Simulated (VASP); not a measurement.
A run of VASP 6.6.1:

The input INCAR:

```
SYSTEM = AlRu
ALGO = Normal
EDIFF = 1E-6
ENCUT = 520
ISIF = 2
ISMEAR = 1
LASPH = .True.
LCHARG = .True.
LELF = .True.
LREAL = .False.
LVHAR = .True.
LWAVE = .False.
NBANDS = 16
NELM = 100
PREC = Accurate
SIGMA = 0.1
```

KPOINTS

```
k-points
0
Gamma
  10 10 10
  0 0 0
```

POSCAR

```
AlRu
1.0
    2.9916000000      0.0000000000      0.0000000000
    0.0000000000      2.9916000000      0.0000000000
    0.0000000000      0.0000000000      2.9916000000
Al Ru
1 1
Direct
    0.0000000000      0.0000000000      0.0000000000
    0.5000000000      0.5000000000      0.5000000000
```

Potentials or basis: VASP PAW LDA potentials, release 64 (Al, Ru_pv).

Run with:

```sh
$ cat potpaw_LDA.64/Al/POTCAR potpaw_LDA.64/Ru_pv/POTCAR > POTCAR
$ mpirun -np 1 vasp_std > vasp.out
```

Hardware: 1 thread of AMD EPYC 7R13 (shared host).

**Question.** Estimate the wall time of this run.

**Answer.** Wall time 22 s on 1 thread of AMD EPYC 7R13 (shared host), peak memory 0.14 GiB. Counts: scf iterations 11, k points 56.
